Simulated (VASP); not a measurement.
Set up this calculation in VASP 6.6.1, as the native input.

| Property | Result |
| --- | --- |
| Task | single point |
| Functional | PBE |
| Potentials or basis | VASP PAW PBE potentials, release 64 (Se) |
| Cutoff | 520 eV |
| k mesh | 11 × 11 × 11 |
| Occupations | fermi-dirac, width 0.1 eV |
| Spin | no spin polarisation |
| Dipole correction | no |
| Further INCAR settings | ALGO = Normal; EDIFF = 1e-06; NBANDS = 13 |

The structure of Se lies in POSCAR:

```
Se
1.0
    0.0000000000      3.1656978221      3.1656978221
    3.1656978221      0.0000000000      3.1656978221
    3.1656978221      3.1656978221      0.0000000000
Se
2
Direct
   -0.1250000000     -0.1250000000     -0.1250000000
    0.1250000000      0.1250000000      0.1250000000
```

The input as run:

INCAR

```
SYSTEM = Se
ALGO = Normal
EDIFF = 1E-6
ENCUT = 520
GGA = PE
ISIF = 2
ISMEAR = -1
LASPH = .True.
LCHARG = .False.
LREAL = .False.
LWAVE = .False.
NBANDS = 13
NELM = 100
PREC = Accurate
SIGMA = 0.1
```

KPOINTS

```
k-points
0
Gamma
  11 11 11
  0 0 0
```

Potentials or basis: VASP PAW PBE potentials, release 64 (Se).

The run is started by

```sh
$ cat potpaw_PBE.64/Se/POTCAR > POTCAR
$ mpirun -np 1 vasp_std > vasp.out
```

Results of the run:

The pressure is 0.0 GPa and the band gap on the k mesh is zero (band 6 reaches 2.30 eV, above the bottom of band 7 at 1.27 eV).

Run time: 16 s on 1 thread of Intel(R) Xeon(R) 6975P-C (Granite Rapids), on a shared host, peak memory 0.21 GiB.
